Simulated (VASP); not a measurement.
Write the native input for VASP 6.6.1 that does the following.

* Task: single point
* Functional: PBE
* Potentials or basis: VASP PAW PBE potentials, release 64 (Li_sv, F)
* Cutoff: 750 eV
* k mesh: 4 × 4 × 4
* Occupations: gaussian, width 0.01 eV
* Spin: no spin polarisation
* Dipole correction: no
* Further INCAR settings: ALGO = Normal; EDIFF = 1e-06; NBANDS = 12

The structure of LiF lies in POSCAR:

```
LiF
1.0
    0.0000000000      2.0313846047      2.0313846047
    2.0313846047      0.0000000000      2.0313846047
    2.0313846047      2.0313846047      0.0000000000
Li F
1 1
Direct
    0.0000000000      0.0000000000      0.0000000000
    0.5000000000      0.5000000000      0.5000000000
```

One way to write it, as run:

INCAR

```
  PREC = Accurate
  ENCUT = 750
  EDIFF = 1E-6
  ISMEAR = 0
  SIGMA = 0.01
  LREAL = False
  LASPH = True
  NELM = 120
  ALGO = Normal
  ISIF = 2
  LWAVE = False
  LCHARG = True
  GGA = PE
  LELF = True
  LVHAR = True
  NBANDS = 12
  GGA_COMPAT = False
```

KPOINTS

```
regular mesh
0
Gamma
  4 4 4
```

Potentials or basis: VASP PAW PBE potentials, release 64 (Li_sv, F).

The run is started by

```console
$ cat potpaw_PBE.64/Li_sv/POTCAR potpaw_PBE.64/F/POTCAR > POTCAR
$ mpirun -np 1 vasp_std > vasp.out
```

It gave:

```
Pressure               : -0.4 GPa
Band gap on the k mesh : 8.85 eV, direct
```

Caveat: the k points lie up to 0.67 Å⁻¹ apart.

It took 6.1 s on 1 thread of Intel Xeon 6975P-C, on a shared host, peak memory 0.14 GiB.
